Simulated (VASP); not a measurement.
# TaAs (F-43m) in VASP: single point with r2SCAN

Aim: the single point of TaAs with r2SCAN.

Program: VASP 6.6.1. These are calculated values, not measurements. Logs are shortened: lines on timing, memory, paths and dates and some standing lists are left out, and cuts for length are marked.

## Step 1: The cell of the first run

The structure is cubic, space group F-43m (No. 216). Conventional cell: a = 5.764 Å, b = 5.764 Å, c = 5.764 Å, α = 90.00°, β = 90.00°, γ = 90.00°. Ta (site symmetry -43m) has 4 As at 2.50 Å within 3.3 Å. Within 3.3 Å of As (site symmetry -43m) lie 4 Ta at 2.50 Å.

## Step 2: Single point, r2SCAN

POSCAR reads:

```
TaAs
1.0
    0.0000000000      2.8819558599      2.8819558599
    2.8819558599      0.0000000000      2.8819558599
    2.8819558599      2.8819558599      0.0000000000
Ta As
1 1
Direct
    0.0000000000      0.0000000000      0.0000000000
    0.2500000000      0.2500000000      0.2500000000
```

INCAR.step1 reads:

```
ALGO = Normal
EDIFF = 1E-4
ENCUT = 520
GGA = PE
ISMEAR = 0
LASPH = T
LCHARG = F
LREAL = F
LWAVE = T
NBANDS = 15
NELM = 80
PREC = Accurate
SIGMA = 0.1
```

INCAR.step2 reads:

```
ALGO = Normal
EDIFF = 1E-7
ENCUT = 520
ISIF = 2
ISMEAR = 0
ISTART = 1
LASPH = T
LCHARG = F
LMIXTAU = T
LREAL = F
LWAVE = F
METAGGA = R2SCAN
NBANDS = 15
NELM = 80
PREC = Accurate
SIGMA = 0.1
```

KPOINTS reads:

```
k-points
0
Gamma
  16 16 16
```

Potentials or basis: VASP PAW PBE potentials, release 64 (Ta_pv, As).

Launch:

```console
$ cat potpaw_PBE.64/Ta_pv/POTCAR potpaw_PBE.64/As/POTCAR > POTCAR
$ cp INCAR.step1 INCAR
$ mpirun -np 1 vasp_std > vasp.out
$ cp INCAR.step2 INCAR
$ mpirun -np 1 vasp_std > vasp.out
```

OUTCAR:

```text
EDIFF = 1E-7
   ENCUT = 520
   ISIF = 2
   ISMEAR = 0
   ISTART = 1
   LASPH = T
   LREAL = F
   METAGGA = R2SCAN
   NELM = 80
   PREC = Accurate

 ion  position               nearest neighbor table
   1  0.000  0.000  0.000-   2 2.50   2 2.50   2 2.50   2 2.50
   2  0.250  0.250  0.250-   1 2.50   1 2.50   1 2.50   1 2.50

  LATTYP: Found a face centered cubic cell.
 ALAT       =     5.7639117198

  Lattice vectors:

 A1 = (   0.0000000000,   2.8819558599,   2.8819558599)
 A2 = (   2.8819558599,   0.0000000000,   2.8819558599)
 A3 = (   2.8819558599,   2.8819558599,   0.0000000000)

Analysis of symmetry for initial positions (statically):
=====================================================================
 Subroutine PRICEL returns:
 Original cell was already a primitive cell.

 Routine SETGRP: Setting up the symmetry group for a
 face centered cubic supercell.

 Subroutine GETGRP returns: Found 24 space group operations
 (whereof 24 operations were pure point group operations)
 out of a pool of 48 trial point group operations.

The static configuration has the point symmetry T_d .

Analysis of symmetry for dynamics (positions and initial velocities):
=====================================================================
 Subroutine PRICEL returns:
 Original cell was already a primitive cell.

 Routine SETGRP: Setting up the symmetry group for a
 face centered cubic supercell.

 Subroutine GETGRP returns: Found 24 space group operations
 (whereof 24 operations were pure point group operations)
 out of a pool of 48 trial point group operations.

The dynamic configuration has the point symmetry T_d .

 Subroutine INISYM returns: Found 24 space group operations
 (whereof 24 operations are pure point group operations),
 and found     1 'primitive' translations

----------------------------------------------------------------------------------------

                                     Primitive cell

  volume of cell :      47.8731

  direct lattice vectors                    reciprocal lattice vectors
     0.000000000  2.881955860  2.881955860    -0.173493289  0.173493289  0.173493289
     2.881955860  0.000000000  2.881955860     0.173493289 -0.173493289  0.173493289
     2.881955860  2.881955860  0.000000000     0.173493289  0.173493289 -0.173493289

  length of vectors
     4.075701063  4.075701063  4.075701063     0.300499191  0.300499191  0.300499191

  position of ions in fractional coordinates (direct lattice)
     0.000000000  0.000000000  0.000000000
     0.250000000  0.250000000  0.250000000

  ion indices of the primitive-cell ions
   primitive index   ion index
                 1           1
                 2           2

----------------------------------------------------------------------------------------

 KPOINTS: k-points

Automatic generation of k-mesh.
 Grid dimensions read from file:
 generate k-points for:   16   16   16

 Generating k-lattice:

  Cartesian coordinates                     Fractional coordinates (reciprocal lattice)
    -0.010843331  0.010843331  0.010843331     0.062500000  0.000000000  0.000000000
     0.010843331 -0.010843331  0.010843331     0.000000000  0.062500000  0.000000000
     0.010843331  0.010843331 -0.010843331     0.000000000  0.000000000  0.062500000

  Length of vectors
     0.018781199  0.018781199  0.018781199

  Shift w.r.t. Gamma in fractional coordinates (k-lattice)
     0.000000000  0.000000000  0.000000000

 Subroutine IBZKPT returns following result:
 ===========================================

 Found    145 irreducible k-points:

 Following reciprocal coordinates:
            Coordinates               Weight
  0.000000  0.000000  0.000000      1.000000
  0.062500  0.000000  0.000000      8.000000
  0.125000  0.000000  0.000000      8.000000
  0.187500  0.000000  0.000000      8.000000
  0.250000  0.000000  0.000000      8.000000
  0.312500  0.000000  0.000000      8.000000
[... 16 lines left out ...]
 -0.125000  0.062500  0.000000     24.000000
 -0.062500  0.062500  0.000000     12.000000
 [... further k-points ...]
   k-points           NKPTS =    145   k-points in BZ     NKDIM =    145   number of bands    NBANDS=     15
   number of dos      NEDOS =    301   number of ions     NIONS =      2
   total plane-waves  NPLWV =  27000
   dimension x,y,z NGX =    30 NGY =   30 NGZ =   30
   dimension x,y,z NGXF=    60 NGYF=   60 NGZF=   60
   ions per type =               1   1
   NGX,Y,Z   is equivalent  to a cutoff of  12.24, 12.24, 12.24 a.u.
   NGXF,Y,Z  is equivalent  to a cutoff of  24.47, 24.47, 24.47 a.u.
 SYSTEM =  unknown system
   PREC   = accura    normal or accurate (medium, high low for compatibility)
   ISTART =      1    job   : 0-new  1-cont  2-samecut
   ICHARG =      0    charge: 1-file 2-atom 10-const
   ISPIN  =      1    spin polarized calculation?
   LNONCOLLINEAR =      F non collinear calculations
   LSORBIT =      F    spin-orbit coupling
   LASPH  =      T    aspherical Exc in radial PAW
   ENCUT  =  520.0 eV  38.22 Ry    6.18 a.u.   7.58  7.58  7.58*2*pi/ulx,y,z
   NELM   =     80;   NELMIN=  2; NELMDL=  0     # of ELM steps
   EDIFF  = 0.1E-06   stopping-criterion for ELM
   LREAL  =      F    real-space projection
   EDIFFG = 0.1E-05   stopping-criterion for IOM
   NSW    =      0    number of steps for IOM
   IBRION =     -1    ionic relax: 0-MD 1-quasi-New 2-CG
   NFREE  =      0    steps in history (QN), initial steepest desc. (CG)
   ISIF   =      2    stress and relaxation
   ISYM   =      2    0-nonsym 1-usesym 2-fastsym
   POTIM  = 0.5000    time-step for ionic-motion
   TEBEG  =    0.0;   TEEND  =   0.0 temperature during run
   PSTRESS=    0.0 pullay stress
   NELECT =      16.0000    total number of electrons
   NUPDOWN=      -1.0000    fix difference up-down
   EMIN   =  10.00;   EMAX   =-10.00  energy-range for DOS
   EFERMI =   0.00;   METHOD = LEGACY
   ISMEAR =     0;   SIGMA  =   0.10  broadening in eV -4-tet -1-fermi 0-gaus
   EFERMI_NEDOS =   21; number of points for ismear=-14 and -15
   IALGO  =     38    algorithm
   IMIX   =      4    mixing-type and parameters
     AMIX     =   0.40;   BMIX     =  1.00
     AMIX_MAG =   1.60;   BMIX_MAG =  1.00
  volume/ion in A,a.u.               =      23.94       161.53
  Fermi-wavevector in a.u.,A,eV,Ry     =   1.136102  2.146922 17.561432  1.290729
  Thomas-Fermi vector in A             =   2.272807
   LORBIT       =      0    0 simple, 1 ext, 2 COOP (PROOUT), +10 PAW based schemes
   METAGGA = R2SCAN    functional components
   LHFCALC =     F    Hartree Fock is set to
   AEXX    =    0.0000 exact exchange contribution
   IVDW    =     0    specifies the selected vdW correction
   LEPSILON=     F    determine dielectric tensor
   LRPA    =     F    only Hartree local field effects (RPA)
 non-spin polarized calculation
 Gauss-broadening in eV      SIGMA  =   0.10
  energy-cutoff  :      520.00
  volume of cell :       47.87
 maximum number of plane-waves:      1313
   NGX = 15   NGY = 15   NGZ = 15

 number of electron      16.0000001 magnetization

 Free energy of the ion-electron system (eV)
  ---------------------------------------------------
  ext. energy  EPLUGINS =         0.00000000
  ---------------------------------------------------
  free energy    TOTEN  =       -62.45110958 eV

  energy without entropy =      -62.43959720  energy(sigma->0) =      -62.44535339

 E-fermi :   4.2493     XC(G=0): -10.7053

 val. band max:        4.2490463887   @ k =   0.2500   0.0000   0.0000
 cond. band min:       4.2517163254   @ k =  -0.2500   0.5000   0.2500
 fundamental gap:      0.0026699368
 Fermi energy:         4.2492918676

 k-point     1 :       0.0000    0.0000    0.0000
  band No.  band energies     occupation
      1     -32.3821      2.00000
      2     -32.3821      2.00000
      3     -32.3821      2.00000
      4      -8.9588      2.00000
      5       0.0797      2.00000
      6       0.0797      2.00000
      7       0.0797      2.00000
      8       4.3563      0.13036
      9       4.3563      0.13034
     10       6.2493      0.00000
     11      10.2779      0.00000
     12      10.2779      0.00000
     13      10.2779      0.00000
     14      12.2912      0.00000
     15      12.2912      0.00000

 k-point     2 :       0.0625    0.0000    0.0000
  band No.  band energies     occupation
      1     -32.3843      2.00000
      2     -32.3825      2.00000
      3     -32.3825      2.00000
      4      -8.9205      2.00000
      5       0.0007      2.00000
      6       0.1014      2.00000
      7       0.1014      2.00000
      8       4.3332      0.23562
      9       4.3332      0.23559
     10       6.4127      0.00000
     11      10.0070      0.00000
     12      10.2751      0.00000
     13      10.2751      0.00000
     14      12.0703      0.00000
     15      12.2893      0.00000

 k-point     3 :       0.1250    0.0000    0.0000
  band No.  band energies     occupation
      1     -32.3906      2.00000
      2     -32.3835      2.00000
      3     -32.3834      2.00000
      4      -8.8093      2.00000
      5      -0.2035      2.00000
      6       0.1621      2.00000
      7       0.1621      2.00000
      8       4.2802      0.66158
      9       4.2802      0.66154
     10       6.8473      0.00000
     11       9.2836      0.00000
     12      10.1910      0.00000
     13      10.1910      0.00000
     14      11.6400      0.00000
     15      12.3535      0.00000
[... 343 lines left out ...]
 k-point    23 :      -0.1250    0.0625    0.0000
  band No.  band energies     occupation
      1     -32.3944      2.00000
      2     -32.3855      2.00000
      3     -32.3836      2.00000
      4      -8.7264      2.00000
      5      -0.3345      2.00000
      6       0.2036      2.00000
      7       0.2069      2.00000
      8       4.1371      1.88754
      9       4.3603      0.11634
     10       7.1448      0.00000
     11       8.9143      0.00000
     12       9.5972      0.00000
     13      10.4242      0.00000
     14      11.6599      0.00000
     15      12.3063      0.00000

 k-point    24 :      -0.0625    0.0625    0.0000
  band No.  band energies     occupation
      1     -32.3874      2.00000
      2     -32.3838      2.00000
      3     -32.3827      2.00000
      4      -8.8578      2.00000
      5      -0.1197      2.00000
      6       0.1338      2.00000
      7       0.1403      2.00000
      8       4.2387      1.11869
      9       4.3601      0.11704
     10       6.6680      0.00000
     11       9.7759      0.00000
     12       9.8460      0.00000
     13      10.4400      0.00000
     14      11.8963      0.00000
     15      12.2361      0.00000

 [... further k-points ...]

------------------------ aborting loop because EDIFF is reached ----------------------------------------

  FORCE on cell =-STRESS in cart. coord.  units (eV):
  Direction    XX          YY          ZZ          XY          YZ          ZX
  --------------------------------------------------------------------------------------
  -------------------------------------------------------------------------------------
  Total        0.0525943      0.0525943      0.0525943      0.0000000      0.0000000      0.0000000
  in kB        1.7601798      1.7601798      1.7601798      0.0000000      0.0000000      0.0000000
  external PRESSURE =       1.7601798 kB  Pullay stress =       0.0000000 kB

 VOLUME and BASIS-vectors are now :
 -----------------------------------------------------------------------------
  energy-cutoff  :      520.00
  volume of cell :       47.87
      direct lattice vectors                 reciprocal lattice vectors
     0.000000000  2.881955860  2.881955860    -0.173493289  0.173493289  0.173493289
     2.881955860  0.000000000  2.881955860     0.173493289 -0.173493289  0.173493289
     2.881955860  2.881955860  0.000000000     0.173493289  0.173493289 -0.173493289

 POSITION                                       TOTAL-FORCE (eV/Angst)
 -----------------------------------------------------------------------------------
      0.00000      0.00000      0.00000         0.000000      0.000000      0.000000
      1.44098      1.44098      1.44098        -0.000000     -0.000000     -0.000000
 -----------------------------------------------------------------------------------
    total drift:                                0.000001      0.000001      0.000001

  FREE ENERGIE OF THE ION-ELECTRON SYSTEM (eV)
  ---------------------------------------------------
  free  energy   TOTEN  =       -62.4511095793 eV

  energy  without entropy=      -62.4395971980  energy(sigma->0) =      -62.44535339
```

Run time: 6.8 min. Hardware: 1 thread of AMD EPYC 7R13 (Zen 3), shared host; peak memory 0.22 GiB.

What came out:

```yaml
Free_energy: -62.4511 eV
Pressure: 0.2 GPa
Band_gap_on_the_k_mesh: zero (band 8 reaches 4.70 eV, above the bottom of band 9 at 4.11 eV)
```

Levels at points of the mesh, in eV from the Fermi level:
```
           k point  band 4  band 5  band 6  band 7  band 8  band 9  band 10  band 11  band 12  band 13
(0.00, 0.00, 0.00)  -13.21   -4.17   -4.17   -4.17    0.11    0.11     2.00     6.03     6.03     6.03
(0.50, 0.00, 0.00)  -12.08   -5.40   -3.72   -3.72    0.40    0.54     0.54     3.30     3.30     4.25
(0.50, 0.50, 0.00)  -11.67   -5.88   -2.83   -2.83   -1.45    0.25     1.11     1.49     1.49     7.63
```

Caveat: the PAW data sets were made with another functional, which shifts forces and pressure a little; spin-orbit coupling is left out, which moves the levels of the heavy elements.
